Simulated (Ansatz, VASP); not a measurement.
## ZnSe in VASP and in Ansatz

POSCAR

```
ZnSe
1.0
    0.0000000000      2.8010468949      2.8010468949
    2.8010468949      0.0000000000      2.8010468949
    2.8010468949      2.8010468949      0.0000000000
Zn Se
1 1
Direct
    0.0000000000      0.0000000000      0.0000000000
    0.7500000000      0.7500000000      0.7500000000
```

The input INCAR.step1:

```
PREC = Accurate
ENCUT = 520
ISMEAR = 0
SIGMA = 0.05
LREAL = F
LASPH = T
NELM = 60
NBANDS = 16
GGA = PE
ALGO = Normal
EDIFF = 1E-4
LWAVE = T
LCHARG = F
```

INCAR.step2

```
PREC = Accurate
ENCUT = 520
EDIFF = 1E-7
ISMEAR = 0
SIGMA = 0.05
LREAL = F
LASPH = T
NELM = 60
ALGO = Normal
ISIF = 2
LWAVE = F
LCHARG = F
METAGGA = R2SCAN
LMIXTAU = T
LUSE_VDW = T
IVDW_NL = 2
BPARAM = 11.95
CPARAM = 0.0093
NBANDS = 16
ISTART = 1
```

File KPOINTS:

```
Automatic mesh
0
Gamma
  8 8 8
```

Input for Ansatz:

```yaml
crystal:
  lattice:
    - [0.0, 2.8010468949, 2.8010468949]
    - [2.8010468949, 0.0, 2.8010468949]
    - [2.8010468949, 2.8010468949, 0.0]
  atoms:
    - { symbol: Zn, position: [0.0, 0.0, 0.0] }
    - { symbol: Se, position: [0.75, 0.75, 0.75] }
basis:
  ecutwfc: 500
  ecutrho_ratio: 4
kpoints:
  mp_grid: { grid: [8, 8, 8] }
hamiltonian:
  xc: r2scan
  dispersion: rvv10
scf:
  occupations: { method: gaussian, width: 0.05 }
output:
  forces: true
  stress: true
  eigenvalues: true
```

Alike in both runs: task single point; functional r2SCAN; dispersion rVV10; k mesh 8 × 8 × 8; occupations gaussian, width 0.05 eV; no spin polarisation.

|  | VASP | Ansatz |
| --- | --- | --- |
| version | VASP 6.6.1 | Ansatz 0.2.0 |
| potentials or method | VASP PAW PBE potentials, release 64 (Zn, Se), cutoff 520 eV | scalar-relativistic, plane waves, PAW |
| valence electrons in the cell | 18 | 28 |

```tsv
	VASP	Ansatz	Ansatz less VASP
gap on the k mesh at the Fermi level (eV)	1.97	1.97	-0.007
least direct gap on the mesh (eV)	1.97	1.97	-0.007
pressure (GPa)	1.7	1.4	-0.27
```

VASP's potentials were made for PBE, not for r2SCAN. VASP's potentials hold 18 valence electrons a cell and Ansatz's 28, so a difference there can come from the potentials and not from the codes.
